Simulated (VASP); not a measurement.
# Ta (Im-3m) in VASP: single point with PBE

Aim: the single point of Ta with PBE.

Program: VASP 6.6.1. These are calculated values, not measurements. Logs are shortened: lines on timing, memory, paths and dates and some standing lists are left out, and cuts for length are marked.

## (1) The cell of the first run

Symmetry: Im-3m, No. 229, cubic system. The conventional cell has a = 3.335 Å, b = 3.335 Å, c = 3.335 Å, α = 90.00°, β = 90.00°, γ = 90.00°. Within 3.8 Å of Ta (site symmetry m-3m) lie 14 Ta at 2.89 to 3.34 Å.

## (2) Single point, PBE

POSCAR

```
Ta
1.0
   -1.6675500000      1.6675500000      1.6675500000
    1.6675500000     -1.6675500000      1.6675500000
    1.6675500000      1.6675500000     -1.6675500000
Ta
1
Direct
    0.0000000000      0.0000000000      0.0000000000
```

INCAR.step1

```
SYSTEM = Ta
  PREC = Accurate
  ENCUT = 520
  EDIFF = 1E-6
  ISMEAR = -1
  SIGMA = 0.1
  LREAL = .FALSE.
  LASPH = .TRUE.
  NELM = 100
  ALGO = Normal
  ISIF = 2
  LWAVE = .FALSE.
  LCHARG = .TRUE.
  LMAXMIX = 4
  GGA = PE
  NBANDS = 12
```

KPOINTS.step1

```
regular mesh
0
G
  14 14 14
  0 0 0
```

INCAR.step2

```
SYSTEM = Ta
  PREC = Accurate
  ENCUT = 520
  EDIFF = 1E-6
  ISMEAR = -5
  SIGMA = 0.1
  LREAL = .FALSE.
  LASPH = .TRUE.
  NELM = 100
  ALGO = Normal
  ISIF = 2
  LWAVE = .FALSE.
  LCHARG = .FALSE.
  LMAXMIX = 4
  GGA = PE
  LORBIT = 10
  NBANDS = 12
  NEDOS = 1001
  ICHARG = 11
```

KPOINTS.step2

```
regular mesh
0
G
  21 21 21
  0 0 0
```

Potentials or basis: VASP PAW PBE potentials, release 64 (Ta_pv).

Run with:

```console
cat potpaw_PBE.64/Ta_pv/POTCAR > POTCAR
cp INCAR.step1 INCAR
cp KPOINTS.step1 KPOINTS
mpirun -np 1 vasp_std > vasp.out
cp INCAR.step2 INCAR
cp KPOINTS.step2 KPOINTS
mpirun -np 1 vasp_std > vasp.out
```

OUTCAR:

```text
SYSTEM = Ta
   PREC = Accurate
   ENCUT = 520
   EDIFF = 1E-6
   ISMEAR = -5
   LREAL = .FALSE.
   LASPH = .TRUE.
   NELM = 100
   ISIF = 2
   GGA = PE
   LORBIT = 10
   ICHARG = 11

 ion  position               nearest neighbor table
   1  0.000  0.000  0.000-

  LATTYP: Found a body centered cubic cell.
 ALAT       =     3.3351000000

  Lattice vectors:

 A1 = (  -1.6675500000,   1.6675500000,   1.6675500000)
 A2 = (   1.6675500000,  -1.6675500000,   1.6675500000)
 A3 = (   1.6675500000,   1.6675500000,  -1.6675500000)

Analysis of symmetry for initial positions (statically):
=====================================================================
 Subroutine PRICEL returns:
 Original cell was already a primitive cell.

 Routine SETGRP: Setting up the symmetry group for a
 body centered cubic supercell.

 Subroutine GETGRP returns: Found 48 space group operations
 (whereof 48 operations were pure point group operations)
 out of a pool of 48 trial point group operations.

The static configuration has the point symmetry O_h .

Analysis of symmetry for dynamics (positions and initial velocities):
=====================================================================
 Subroutine PRICEL returns:
 Original cell was already a primitive cell.

 Routine SETGRP: Setting up the symmetry group for a
 body centered cubic supercell.

 Subroutine GETGRP returns: Found 48 space group operations
 (whereof 48 operations were pure point group operations)
 out of a pool of 48 trial point group operations.

The dynamic configuration has the point symmetry O_h .

 Subroutine INISYM returns: Found 48 space group operations
 (whereof 48 operations are pure point group operations),
 and found     1 'primitive' translations

----------------------------------------------------------------------------------------

                                     Primitive cell

  volume of cell :      18.5480

  direct lattice vectors                    reciprocal lattice vectors
    -1.667550000  1.667550000  1.667550000     0.000000000  0.299841084  0.299841084
     1.667550000 -1.667550000  1.667550000     0.299841084  0.000000000  0.299841084
     1.667550000  1.667550000 -1.667550000     0.299841084  0.299841084  0.000000000

  length of vectors
     2.888281324  2.888281324  2.888281324     0.424039328  0.424039328  0.424039328

  position of ions in fractional coordinates (direct lattice)
     0.000000000  0.000000000  0.000000000

  ion indices of the primitive-cell ions
   primitive index   ion index
                 1           1

----------------------------------------------------------------------------------------

 KPOINTS: regular mesh

Automatic generation of k-mesh.
 Grid dimensions read from file:
 generate k-points for:   21   21   21

 Generating k-lattice:

  Cartesian coordinates                     Fractional coordinates (reciprocal lattice)
     0.000000000  0.014278147  0.014278147     0.047619048  0.000000000  0.000000000
     0.014278147  0.000000000  0.014278147     0.000000000  0.047619048  0.000000000
     0.014278147  0.014278147  0.000000000     0.000000000  0.000000000  0.047619048

  Length of vectors
     0.020192349  0.020192349  0.020192349

  Shift w.r.t. Gamma in fractional coordinates (k-lattice)
     0.000000000  0.000000000  0.000000000

 TETIRR: Found  10986 inequivalent tetrahedra from    55566

 Subroutine IBZKPT returns following result:
 ===========================================

 Found    286 irreducible k-points:

 Following reciprocal coordinates:
            Coordinates               Weight
  0.000000  0.000000  0.000000      1.000000
  0.047619  0.000000  0.000000     12.000000
  0.095238  0.000000  0.000000     12.000000
  0.142857  0.000000  0.000000     12.000000
  0.190476  0.000000  0.000000     12.000000
  0.238095  0.000000  0.000000     12.000000
[... 16 lines left out ...]
  0.142857  0.095238 -0.000000     48.000000
  0.190476  0.095238  0.000000     48.000000
 [... further k-points ...]
   k-points           NKPTS =    286   k-points in BZ     NKDIM =    286   number of bands    NBANDS=     12
   number of dos      NEDOS =   1001   number of ions     NIONS =      1
   total plane-waves  NPLWV =  13824
   dimension x,y,z NGX =    24 NGY =   24 NGZ =   24
   dimension x,y,z NGXF=    48 NGYF=   48 NGZF=   48
   ions per type =               1
   NGX,Y,Z   is equivalent  to a cutoff of  13.81, 13.81, 13.81 a.u.
   NGXF,Y,Z  is equivalent  to a cutoff of  27.63, 27.63, 27.63 a.u.
 SYSTEM =  Ta
   PREC   = accura    normal or accurate (medium, high low for compatibility)
   ISTART =      0    job   : 0-new  1-cont  2-samecut
   ICHARG =     11    charge: 1-file 2-atom 10-const
   ISPIN  =      1    spin polarized calculation?
   LNONCOLLINEAR =      F non collinear calculations
   LSORBIT =      F    spin-orbit coupling
   LASPH  =      T    aspherical Exc in radial PAW
   ENCUT  =  520.0 eV  38.22 Ry    6.18 a.u.   5.37  5.37  5.37*2*pi/ulx,y,z
   NELM   =    100;   NELMIN=  2; NELMDL=  0     # of ELM steps
   EDIFF  = 0.1E-05   stopping-criterion for ELM
   LREAL  =      F    real-space projection
   EDIFFG = 0.1E-04   stopping-criterion for IOM
   NSW    =      0    number of steps for IOM
   IBRION =     -1    ionic relax: 0-MD 1-quasi-New 2-CG
   NFREE  =      0    steps in history (QN), initial steepest desc. (CG)
   ISIF   =      2    stress and relaxation
   ISYM   =      2    0-nonsym 1-usesym 2-fastsym
   POTIM  = 0.5000    time-step for ionic-motion
   TEBEG  =    0.0;   TEEND  =   0.0 temperature during run
   PSTRESS=    0.0 pullay stress
   NELECT =      11.0000    total number of electrons
   NUPDOWN=      -1.0000    fix difference up-down
   EMIN   =  10.00;   EMAX   =-10.00  energy-range for DOS
   EFERMI =   0.00;   METHOD = LEGACY
   ISMEAR =    -5;   SIGMA  =   0.10  broadening in eV -4-tet -1-fermi 0-gaus
   EFERMI_NEDOS =   21; number of points for ismear=-14 and -15
   IALGO  =     38    algorithm
   IMIX   =      4    mixing-type and parameters
     AMIX     =   0.40;   BMIX     =  1.00
     AMIX_MAG =   1.60;   BMIX_MAG =  1.00
  volume/ion in A,a.u.               =      18.55       125.17
  Fermi-wavevector in a.u.,A,eV,Ry     =   1.375435  2.599196 25.739808  1.891823
  Thomas-Fermi vector in A             =   2.500771
   LORBIT       =     10    0 simple, 1 ext, 2 COOP (PROOUT), +10 PAW based schemes
   GGA     = PE    functional components
   LHFCALC =     F    Hartree Fock is set to
   AEXX    =    0.0000 exact exchange contribution
   IVDW    =     0    specifies the selected vdW correction
   LEPSILON=     F    determine dielectric tensor
   LRPA    =     F    only Hartree local field effects (RPA)
 non-spin polarized calculation
 Fermi weights with tetrahedron method with Bloechl corrections
  energy-cutoff  :      520.00
  volume of cell :       18.55
 maximum number of plane-waves:       531
 NGX is ok and might be reduce to    24

 number of electron      10.9999999 magnetization

 Free energy of the ion-electron system (eV)
  ---------------------------------------------------
  ext. energy  EPLUGINS =         0.00000000
  ---------------------------------------------------
  free energy    TOTEN  =       -11.81043318 eV

  energy without entropy =      -11.81043318  energy(sigma->0) =      -11.81043318

 E-fermi :   5.2396     XC(G=0): -12.4684

 val. band max:        5.2538982289   @ k =  -0.2381   0.3333   0.0952
 cond. band min:       5.2424897408   @ k =   0.1429   0.0476   0.0476
 fundamental gap:     -0.0114084881
 Fermi energy:         5.2396144911

 k-point     1 :       0.0000    0.0000    0.0000
  band No.  band energies     occupation
      1     -27.9344      2.00000
      2     -27.9344      2.00000
      3     -27.9344      2.00000
      4      -2.5517      2.00000
      5       5.9855      0.00000
      6       5.9855      0.00000
      7       5.9855      0.00000
      8       9.1554      0.00000
      9       9.1554      0.00000
     10      19.8510      0.00000
     11      20.1232      0.00000
     12      20.1232      0.00000

 k-point     2 :       0.0476    0.0000    0.0000
  band No.  band energies     occupation
      1     -27.9600      2.00000
      2     -27.9424      2.00000
      3     -27.9345      2.00000
      4      -2.4534      2.00000
      5       5.9214      0.00000
      6       5.9682      0.00000
      7       6.0812      0.00000
      8       9.0490      0.00000
      9       9.1556      0.00000
     10      19.8509      0.00000
     11      20.2122      0.00000
     12      20.2962      0.00000

 k-point     3 :       0.0952    0.0000    0.0000
  band No.  band energies     occupation
      1     -28.0341      2.00000
      2     -27.9654      2.00000
      3     -27.9348      2.00000
      4      -2.1655      2.00000
      5       5.7408      0.00000
      6       5.8992      0.00000
      7       6.3662      0.00000
      8       8.8019      0.00000
      9       9.1599      0.00000
     10      19.8507      0.00000
     11      20.4473      0.00000
     12      20.8022      0.00000
[... 286 lines left out ...]
 k-point    23 :       0.1429    0.0952   -0.0000
  band No.  band energies     occupation
      1     -28.3405      2.00000
      2     -28.0430      2.00000
      3     -27.9661      2.00000
      4      -0.8732      2.00000
      5       5.1323      1.77623
      6       5.2534      0.81773
      7       7.8308      0.00000
      8       8.2403      0.00000
      9       9.4386      0.00000
     10      19.8488      0.00000
     11      21.2094      0.00000
     12      21.9233      0.00000

 k-point    24 :       0.1905    0.0952    0.0000
  band No.  band energies     occupation
      1     -28.4808      2.00000
      2     -28.0980      2.00000
      3     -27.9696      2.00000
      4      -0.2291      2.00000
      5       4.8092      2.01745
      6       5.0077      2.11630
      7       8.2581      0.00000
      8       8.6569      0.00000
      9       9.5705      0.00000
     10      19.8450      0.00000
     11      20.5912      0.00000
     12      21.7821      0.00000

 [... further k-points ...]

------------------------ aborting loop because EDIFF is reached ----------------------------------------

  FORCE on cell =-STRESS in cart. coord.  units (eV):
  Direction    XX          YY          ZZ          XY          YZ          ZX
  --------------------------------------------------------------------------------------
  -------------------------------------------------------------------------------------
  Total       -0.3350813     -0.3350813     -0.3350813      0.0000000      0.0000000      0.0000000
  in kB      -28.9443742    -28.9443742    -28.9443742      0.0000000      0.0000000      0.0000000
  external PRESSURE =     -28.9443742 kB  Pullay stress =       0.0000000 kB

 VOLUME and BASIS-vectors are now :
 -----------------------------------------------------------------------------
  energy-cutoff  :      520.00
  volume of cell :       18.55
      direct lattice vectors                 reciprocal lattice vectors
    -1.667550000  1.667550000  1.667550000     0.000000000  0.299841084  0.299841084
     1.667550000 -1.667550000  1.667550000     0.299841084  0.000000000  0.299841084
     1.667550000  1.667550000 -1.667550000     0.299841084  0.299841084  0.000000000

 POSITION                                       TOTAL-FORCE (eV/Angst)
 -----------------------------------------------------------------------------------
      0.00000      0.00000      0.00000         0.000000      0.000000     -0.000000
 -----------------------------------------------------------------------------------
    total drift:                                0.000000     -0.000000     -0.000000

  FREE ENERGIE OF THE ION-ELECTRON SYSTEM (eV)
  ---------------------------------------------------
  free  energy   TOTEN  =       -11.8104331820 eV

  energy  without entropy=      -11.8104331820  energy(sigma->0) =      -11.81043318

 total charge

# of ion       s       p       d       tot
------------------------------------------
    1        0.365   6.164   2.348   8.877
```

It took 34 s on 1 thread of Intel Xeon Platinum 8259CL at 2.50GHz (Skylake/Cascade Lake), shared host; peak memory 0.19 GiB.

What came out:

```
Valence electrons inside the program's atomic spheres : Ta 8.88
```

Levels at points of the mesh, in eV from the Fermi level:
```tsv
k point	band 2	band 3	band 4	band 5	band 6	band 7	band 8	band 9
(0.00, 0.00, 0.00)	-33.17	-33.17	-7.79	0.75	0.75	0.75	3.92	3.92
```

Caveat: spin-orbit coupling is left out, which moves the levels of the heavy elements; tetrahedron occupations give inexact forces and stress in metals.
